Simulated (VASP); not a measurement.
# Al3GaN4 (P-43m) in VASP: further runs

Al3GaN4 is run at these levels: r2SCAN; tasks: single point, relaxation of cell and atoms.

All numbers are computed with VASP 6.6.1; they aren't measurements. Logs are shortened: lines on timing, memory, paths and dates and some standing lists are left out, and cuts for length are marked.

## 1. The cell of the first run

It takes space group P-43m (No. 215, cubic). Conventional cell: a = 4.401 Å, b = 4.401 Å, c = 4.401 Å, α = 90.00°, β = 90.00°, γ = 90.00°. Within 2.5 Å of Al (site symmetry -42m) lie 4 N at 1.89 Å. Within 2.6 Å of Ga (site symmetry -43m) lie 4 N at 1.95 Å. N (site symmetry 3m) has 3 Al at 1.89 Å and 1 Ga at 1.95 Å within 2.5 Å.

## 2. Single point, r2SCAN

POSCAR

```
Al3GaN4
1.0
    4.4014385300      0.0000000000      0.0000000000
    0.0000000000      4.4014385300      0.0000000000
    0.0000000000      0.0000000000      4.4014385300
Al Ga N
3 1 4
Direct
    0.5000000000      0.5000000000      0.0000000000
    0.5000000000      0.0000000000      0.5000000000
    0.0000000000      0.5000000000      0.5000000000
    0.0000000000      0.0000000000      0.0000000000
    0.7441634300      0.7441634300      0.2558365700
    0.7441634300      0.2558365700      0.7441634300
    0.2558365700      0.7441634300      0.7441634300
    0.2558365700      0.2558365700      0.2558365700
```

INCAR.step1

```
PREC = Accurate
ENCUT = 520
ISMEAR = 0
SIGMA = 0.1
LREAL = False
LASPH = True
NELM = 80
NBANDS = 31
GGA = PE
ALGO = Normal
EDIFF = 1E-4
LWAVE = True
LCHARG = False
```

INCAR.step2

```
PREC = Accurate
ENCUT = 520
EDIFF = 1E-6
ISMEAR = 0
SIGMA = 0.1
LREAL = False
LASPH = True
NELM = 80
ALGO = Normal
ISIF = 2
LWAVE = False
LCHARG = False
METAGGA = R2SCAN
LMIXTAU = True
NBANDS = 31
ISTART = 1
```

KPOINTS

```
regular mesh
0
Gamma
  4 4 4
```

Potentials or basis: VASP PAW PBE potentials, release 64 (Al, Ga_d, N).

On the command line:

```bash
> cat potpaw_PBE.64/Al/POTCAR potpaw_PBE.64/Ga_d/POTCAR potpaw_PBE.64/N/POTCAR > POTCAR
> cp INCAR.step1 INCAR
> mpirun -np 1 vasp_std > vasp.out
> cp INCAR.step2 INCAR
> mpirun -np 1 vasp_std > vasp.out
```

OUTCAR:

```text
PREC = Accurate
   ENCUT = 520
   EDIFF = 1E-6
   ISMEAR = 0
   LREAL = False
   LASPH = True
   NELM = 80
   ISIF = 2
   METAGGA = R2SCAN
   ISTART = 1

 ion  position               nearest neighbor table
   1  0.500  0.500  0.000-   5 1.89   6 1.89   7 1.89   8 1.89   3 3.11   4 3.11   2 3.11   2 3.11
                             3 3.11   2 3.11   4 3.11   2 3.11   3 3.11   4 3.11   3 3.11   4 3.11
   2  0.500  0.000  0.500-   5 1.89   6 1.89   7 1.89   8 1.89   3 3.11   4 3.11   1 3.11   1 3.11
                             4 3.11   1 3.11   3 3.11   1 3.11   3 3.11   4 3.11   4 3.11   3 3.11
   3  0.000  0.500  0.500-   5 1.89   6 1.89   7 1.89   8 1.89   2 3.11   4 3.11   1 3.11   1 3.11
                             4 3.11   2 3.11   4 3.11   4 3.11   1 3.11   2 3.11   1 3.11   2 3.11
   4  0.000  0.000  0.000-   5 1.95   6 1.95   7 1.95   8 1.95   2 3.11   3 3.11   1 3.11   2 3.11
                             3 3.11   1 3.11   3 3.11   3 3.11   1 3.11   2 3.11   2 3.11   1 3.11
   5  0.744  0.744  0.256-   1 1.89   2 1.89   3 1.89   4 1.95
   6  0.744  0.256  0.744-   1 1.89   2 1.89   3 1.89   4 1.95
   7  0.256  0.744  0.744-   1 1.89   2 1.89   3 1.89   4 1.95
   8  0.256  0.256  0.256-   1 1.89   2 1.89   3 1.89   4 1.95

  LATTYP: Found a simple cubic cell.
 ALAT       =     4.4014385300

  Lattice vectors:

 A1 = (   4.4014385300,   0.0000000000,   0.0000000000)
 A2 = (   0.0000000000,   4.4014385300,   0.0000000000)
 A3 = (   0.0000000000,   0.0000000000,   4.4014385300)

Analysis of symmetry for initial positions (statically):
=====================================================================
 Subroutine PRICEL returns:
 Original cell was already a primitive cell.

 Routine SETGRP: Setting up the symmetry group for a
 simple cubic supercell.

 Subroutine GETGRP returns: Found 24 space group operations
 (whereof 24 operations were pure point group operations)
 out of a pool of 48 trial point group operations.

The static configuration has the point symmetry T_d .

Analysis of symmetry for dynamics (positions and initial velocities):
=====================================================================
 Subroutine PRICEL returns:
 Original cell was already a primitive cell.

 Routine SETGRP: Setting up the symmetry group for a
 simple cubic supercell.

 Subroutine GETGRP returns: Found 24 space group operations
 (whereof 24 operations were pure point group operations)
 out of a pool of 48 trial point group operations.

The dynamic configuration has the point symmetry T_d .

 Subroutine INISYM returns: Found 24 space group operations
 (whereof 24 operations are pure point group operations),
 and found     1 'primitive' translations

----------------------------------------------------------------------------------------

                                     Primitive cell

  volume of cell :      85.2676

  direct lattice vectors                    reciprocal lattice vectors
     4.401438530  0.000000000  0.000000000     0.227198447  0.000000000  0.000000000
     0.000000000  4.401438530  0.000000000     0.000000000  0.227198447  0.000000000
     0.000000000  0.000000000  4.401438530     0.000000000  0.000000000  0.227198447

  length of vectors
     4.401438530  4.401438530  4.401438530     0.227198447  0.227198447  0.227198447

  position of ions in fractional coordinates (direct lattice)
     0.500000000  0.500000000  0.000000000
     0.500000000  0.000000000  0.500000000
     0.000000000  0.500000000  0.500000000
     0.000000000  0.000000000  0.000000000
     0.744163430  0.744163430  0.255836570
     0.744163430  0.255836570  0.744163430
     0.255836570  0.744163430  0.744163430
     0.255836570  0.255836570  0.255836570

  ion indices of the primitive-cell ions
   primitive index   ion index
                 1           1
                 2           2
                 3           3
                 4           4
                 5           5
                 6           6
                 7           7
                 8           8

----------------------------------------------------------------------------------------

 KPOINTS: regular mesh

Automatic generation of k-mesh.
 Grid dimensions read from file:
 generate k-points for:    4    4    4

 Generating k-lattice:

  Cartesian coordinates                     Fractional coordinates (reciprocal lattice)
     0.056799612  0.000000000  0.000000000     0.250000000  0.000000000  0.000000000
     0.000000000  0.056799612  0.000000000     0.000000000  0.250000000  0.000000000
     0.000000000  0.000000000  0.056799612     0.000000000  0.000000000  0.250000000

  Length of vectors
     0.056799612  0.056799612  0.056799612

  Shift w.r.t. Gamma in fractional coordinates (k-lattice)
     0.000000000  0.000000000  0.000000000

 Subroutine IBZKPT returns following result:
 ===========================================

 Found     10 irreducible k-points:

 Following reciprocal coordinates:
            Coordinates               Weight
  0.000000  0.000000  0.000000      1.000000
  0.250000  0.000000  0.000000      6.000000
  0.500000  0.000000  0.000000      3.000000
  0.250000  0.250000  0.000000     12.000000
  0.500000  0.250000  0.000000     12.000000
  0.500000  0.500000  0.000000      3.000000
  0.250000  0.250000  0.250000      8.000000
  0.500000  0.250000  0.250000     12.000000
  0.500000  0.500000  0.250000      6.000000
  0.500000  0.500000  0.500000      1.000000
   k-points           NKPTS =     10   k-points in BZ     NKDIM =     10   number of bands    NBANDS=     31
   number of dos      NEDOS =    301   number of ions     NIONS =      8
   total plane-waves  NPLWV =  46656
   dimension x,y,z NGX =    36 NGY =   36 NGZ =   36
   dimension x,y,z NGXF=    72 NGYF=   72 NGZF=   72
   ions per type =               3   1   4
   NGX,Y,Z   is equivalent  to a cutoff of  13.60, 13.60, 13.60 a.u.
   NGXF,Y,Z  is equivalent  to a cutoff of  27.19, 27.19, 27.19 a.u.
 SYSTEM =  unknown system
   PREC   = accura    normal or accurate (medium, high low for compatibility)
   ISTART =      1    job   : 0-new  1-cont  2-samecut
   ICHARG =      0    charge: 1-file 2-atom 10-const
   ISPIN  =      1    spin polarized calculation?
   LNONCOLLINEAR =      F non collinear calculations
   LSORBIT =      F    spin-orbit coupling
   LASPH  =      T    aspherical Exc in radial PAW
   ENCUT  =  520.0 eV  38.22 Ry    6.18 a.u.   8.18  8.18  8.18*2*pi/ulx,y,z
   NELM   =     80;   NELMIN=  2; NELMDL=  0     # of ELM steps
   EDIFF  = 0.1E-05   stopping-criterion for ELM
   LREAL  =      F    real-space projection
   EDIFFG = 0.1E-04   stopping-criterion for IOM
   NSW    =      0    number of steps for IOM
   IBRION =     -1    ionic relax: 0-MD 1-quasi-New 2-CG
   NFREE  =      0    steps in history (QN), initial steepest desc. (CG)
   ISIF   =      2    stress and relaxation
   ISYM   =      2    0-nonsym 1-usesym 2-fastsym
   POTIM  = 0.5000    time-step for ionic-motion
   TEBEG  =    0.0;   TEEND  =   0.0 temperature during run
   PSTRESS=    0.0 pullay stress
   NELECT =      42.0000    total number of electrons
   NUPDOWN=      -1.0000    fix difference up-down
   EMIN   =  10.00;   EMAX   =-10.00  energy-range for DOS
   EFERMI =   0.00;   METHOD = LEGACY
   ISMEAR =     0;   SIGMA  =   0.10  broadening in eV -4-tet -1-fermi 0-gaus
   EFERMI_NEDOS =   21; number of points for ismear=-14 and -15
   IALGO  =     38    algorithm
   IMIX   =      4    mixing-type and parameters
     AMIX     =   0.40;   BMIX     =  1.00
     AMIX_MAG =   1.60;   BMIX_MAG =  1.00
  volume/ion in A,a.u.               =      10.66        71.93
  Fermi-wavevector in a.u.,A,eV,Ry     =   1.292895  2.443217 22.743196  1.671578
  Thomas-Fermi vector in A             =   2.424575
   LORBIT       =      0    0 simple, 1 ext, 2 COOP (PROOUT), +10 PAW based schemes
   METAGGA = R2SCAN    functional components
   LHFCALC =     F    Hartree Fock is set to
   AEXX    =    0.0000 exact exchange contribution
   IVDW    =     0    specifies the selected vdW correction
   LEPSILON=     F    determine dielectric tensor
   LRPA    =     F    only Hartree local field effects (RPA)
 non-spin polarized calculation
 Gauss-broadening in eV      SIGMA  =   0.10
  energy-cutoff  :      520.00
  volume of cell :       85.27
 maximum number of plane-waves:      2320
 NGX is ok and might be reduce to    36
   NGX = 17   NGY = 17   NGZ = 17

 number of electron      41.9999993 magnetization

 Free energy of the ion-electron system (eV)
  ---------------------------------------------------
  ext. energy  EPLUGINS =         0.00000000
  ---------------------------------------------------
  free energy    TOTEN  =       -79.43682229 eV

  energy without entropy =      -79.43682229  energy(sigma->0) =      -79.43682229

 E-fermi :   5.9850     XC(G=0): -11.7537

 val. band max:        5.4876258387   @ k =   0.0000   0.0000   0.0000
 cond. band min:       9.4927975790   @ k =   0.0000   0.0000   0.0000
 fundamental gap:      4.0051717403
 Fermi energy:         5.9850351643

 k-point     1 :       0.0000    0.0000    0.0000
  band No.  band energies     occupation
      1     -10.4821      2.00000
      2      -8.5689      2.00000
      3      -8.5689      2.00000
      4      -8.5689      2.00000
      5      -7.4774      2.00000
      6      -7.4774      2.00000
[... 23 lines left out ...]
     30      18.3155      0.00000
     31      18.3155      0.00000

 k-point     2 :       0.2500    0.0000    0.0000
  band No.  band energies     occupation
      1     -10.2011      2.00000
      2      -8.7814      2.00000
      3      -8.5794      2.00000
      4      -8.5794      2.00000
      5      -7.4745      2.00000
      6      -7.4677      2.00000
[... 23 lines left out ...]
     30      18.7393      0.00000
     31      18.9877      0.00000

 k-point     3 :       0.5000    0.0000    0.0000
  band No.  band energies     occupation
      1      -9.5682      2.00000
      2      -9.3809      2.00000
      3      -8.5895      2.00000
      4      -8.5895      2.00000
      5      -7.4717      2.00000
      6      -7.4452      2.00000
[... 23 lines left out ...]
     30      17.6072      0.00000
     31      17.9357      0.00000

 k-point     4 :       0.2500    0.2500    0.0000
  band No.  band energies     occupation
      1      -9.9478      2.00000
      2      -8.7828      2.00000
      3      -8.7220      2.00000
      4      -8.5893      2.00000
      5      -7.4681      2.00000
      6      -7.4616      2.00000
[... 23 lines left out ...]
     30      17.7640      0.00000
     31      17.9101      0.00000

 k-point     5 :       0.5000    0.2500    0.0000
  band No.  band energies     occupation
      1      -9.4137      2.00000
      2      -9.2173      2.00000
      3      -8.7173      2.00000
      4      -8.6050      2.00000
      5      -7.4638      2.00000
      6      -7.4448      2.00000
[... 23 lines left out ...]
     30      16.8710      0.00000
     31      16.9506      0.00000

 k-point     6 :       0.5000    0.5000    0.0000
  band No.  band energies     occupation
      1      -9.1044      2.00000
      2      -8.9972      2.00000
      3      -8.9972      2.00000
      4      -8.6517      2.00000
      5      -7.4525      2.00000
      6      -7.4411      2.00000
[... 23 lines left out ...]
     30      16.7503      0.00000
     31      17.8406      0.00000

 k-point     7 :       0.2500    0.2500    0.2500
  band No.  band energies     occupation
      1      -9.7275      2.00000
      2      -8.7867      2.00000
      3      -8.7867      2.00000
      4      -8.6268      2.00000
      5      -7.4593      2.00000
      6      -7.4593      2.00000
[... 23 lines left out ...]
     30      17.9293      0.00000
     31      18.0704      0.00000

 k-point     8 :       0.5000    0.2500    0.2500
  band No.  band energies     occupation
      1      -9.2925      2.00000
      2      -9.1103      2.00000
      3      -8.7906      2.00000
      4      -8.6167      2.00000
      5      -7.4571      2.00000
      6      -7.4446      2.00000
[... 23 lines left out ...]
     30      17.2667      0.00000
     31      17.8265      0.00000

 k-point     9 :       0.5000    0.5000    0.2500
  band No.  band energies     occupation
      1      -9.0496      2.00000
      2      -8.9938      2.00000
      3      -8.9938      2.00000
      4      -8.6142      2.00000
      5      -7.4492      2.00000
      6      -7.4407      2.00000
[... 23 lines left out ...]
     30      17.5209      0.00000
     31      17.5441      0.00000

 k-point    10 :       0.5000    0.5000    0.5000
  band No.  band energies     occupation
      1      -8.9906      2.00000
      2      -8.9906      2.00000
      3      -8.9906      2.00000
      4      -8.5817      2.00000
      5      -7.4404      2.00000
      6      -7.4403      2.00000
[... 23 lines left out ...]
     30      17.0226      0.00000
     31      17.0230      0.00000

------------------------ aborting loop because EDIFF is reached ----------------------------------------

  FORCE on cell =-STRESS in cart. coord.  units (eV):
  Direction    XX          YY          ZZ          XY          YZ          ZX
  --------------------------------------------------------------------------------------
  -------------------------------------------------------------------------------------
  Total       -0.0230687     -0.0230687     -0.0230687      0.0000000      0.0000000      0.0000000
  in kB       -0.4334603     -0.4334603     -0.4334603      0.0000000      0.0000000      0.0000000
  external PRESSURE =      -0.4334603 kB  Pullay stress =       0.0000000 kB

 VOLUME and BASIS-vectors are now :
 -----------------------------------------------------------------------------
  energy-cutoff  :      520.00
  volume of cell :       85.27
      direct lattice vectors                 reciprocal lattice vectors
     4.401438530  0.000000000  0.000000000     0.227198447  0.000000000  0.000000000
     0.000000000  4.401438530  0.000000000     0.000000000  0.227198447  0.000000000
     0.000000000  0.000000000  4.401438530     0.000000000  0.000000000  0.227198447

 POSITION                                       TOTAL-FORCE (eV/Angst)
 -----------------------------------------------------------------------------------
      2.20072      2.20072      0.00000        -0.000000      0.000000      0.000000
      2.20072      0.00000      2.20072         0.000000      0.000000      0.000000
      0.00000      2.20072      2.20072        -0.000000      0.000000      0.000000
      0.00000      0.00000      0.00000        -0.000000      0.000000     -0.000000
      3.27539      3.27539      1.12605        -0.009803     -0.009803      0.009803
      3.27539      1.12605      3.27539        -0.009803      0.009803     -0.009803
      1.12605      3.27539      3.27539         0.009803     -0.009803     -0.009803
      1.12605      1.12605      1.12605         0.009803      0.009803      0.009803
 -----------------------------------------------------------------------------------
    total drift:                                0.000000      0.000000      0.000000

  FREE ENERGIE OF THE ION-ELECTRON SYSTEM (eV)
  ---------------------------------------------------
  free  energy   TOTEN  =       -79.4368222868 eV

  energy  without entropy=      -79.4368222868  energy(sigma->0) =      -79.43682229
```

It took 69 s on 1 thread of Intel Xeon Platinum 8559C (Emerald Rapids), shared host; peak memory 0.22 GiB.

What came out:

* Free energy: -79.4368 eV
* Pressure: 0.0 GPa
* Largest force: 0.017 eV/Å
* Band gap on the k mesh: 4.01 eV, direct

Forces in eV/Å, atoms in the order of the input:
```
Al   0.000  0.000  0.000
Al   0.000  0.000  0.000
Al   0.000  0.000  0.000
Ga   0.000  0.000  0.000
N   -0.010 -0.010  0.010
N   -0.010  0.010 -0.010
N    0.010 -0.010 -0.010
N    0.010  0.010  0.010
```

Caveat: the PAW data sets were made with another functional, which shifts forces and pressure a little. r2SCAN opens gaps a little over a GGA but as a rule still falls short of measured ones.

## 3. Single point, r2SCAN

POSCAR

```
Al3GaN4
1.0
    4.4012372711      0.0000000000      0.0000000000
    0.0000000000      4.4012372711      0.0000000000
    0.0000000000      0.0000000000      4.4012372711
Al Ga N
3 1 4
Direct
    0.5000000000      0.5000000000      0.0000000000
    0.5000000000      0.0000000000      0.5000000000
    0.0000000000      0.5000000000      0.5000000000
    0.0000000000      0.0000000000      0.0000000000
    0.7444581566      0.7444581566      0.2555418434
    0.7444581566      0.2555418434      0.7444581566
    0.2555418434      0.7444581566      0.7444581566
    0.2555418434      0.2555418434      0.2555418434
```

INCAR.step1

```
SYSTEM = Al3GaN4
ALGO = Normal
EDIFF = 1E-4
ENCUT = 520
GGA = PE
ISMEAR = 0
LASPH = .True.
LCHARG = .False.
LREAL = .False.
LWAVE = .True.
NBANDS = 31
NELM = 100
PREC = Accurate
SIGMA = 0.02
```

INCAR.step2

```
SYSTEM = Al3GaN4
ALGO = Normal
EDIFF = 1E-6
ENCUT = 520
ISIF = 2
ISMEAR = 0
ISTART = 1
LASPH = .True.
LCHARG = .True.
LELF = .True.
LMIXTAU = .True.
LREAL = .False.
LVHAR = .True.
LWAVE = .False.
METAGGA = R2SCAN
NBANDS = 31
NELM = 100
PREC = Accurate
SIGMA = 0.02
```

KPOINTS

```
k-points
0
Gamma
  6 6 6
  0 0 0
```

Potentials or basis: VASP PAW PBE potentials, release 64 (Al, Ga_d, N).

On the command line:

```bash
> cat potpaw_PBE.64/Al/POTCAR potpaw_PBE.64/Ga_d/POTCAR potpaw_PBE.64/N/POTCAR > POTCAR
> cp INCAR.step1 INCAR
> mpirun -np 1 vasp_std > vasp.out
> cp INCAR.step2 INCAR
> mpirun -np 1 vasp_std > vasp.out
```

It took 1.8 min on 1 thread of Intel Xeon Platinum 8559C (Emerald Rapids), shared host; peak memory 0.23 GiB.

It converged, with:

* Free energy: -79.4372 eV
* Pressure: 0.0 GPa
* Largest force: 0.076 eV/Å
* Band gap on the k mesh: 4.00 eV, direct

Forces on the atoms (eV/Å):
```
Al   0.000  0.000  0.000
Al   0.000  0.000  0.000
Al   0.000  0.000  0.000
Ga   0.000  0.000  0.000
N   -0.044 -0.044  0.044
N   -0.044  0.044 -0.044
N    0.044 -0.044 -0.044
N    0.044  0.044  0.044
```

Levels at points of the mesh, in eV from the valence-band top:
| k point | band 19 | band 20 | band 21 | band 22 | band 23 | band 24 |
| --- | --- | --- | --- | --- | --- | --- |
| (0.00, 0.00, 0.00) | 0.00 | 0.00 | 0.00 | 4.00 | 4.00 | 4.00 |
| (0.50, 0.00, 0.00) | -1.26 | -0.95 | -0.95 | 6.27 | 6.31 | 6.78 |
| (0.50, 0.50, 0.00) | -0.58 | -0.53 | -0.53 | 8.04 | 8.30 | 8.30 |
| (0.50, 0.50, 0.50) | -0.36 | -0.36 | -0.36 | 6.19 | 7.80 | 7.80 |

Caveat: the PAW data sets were made with another functional, which shifts forces and pressure a little. A k mesh can miss the band edges.

(Part 1 of 2 ends here.)
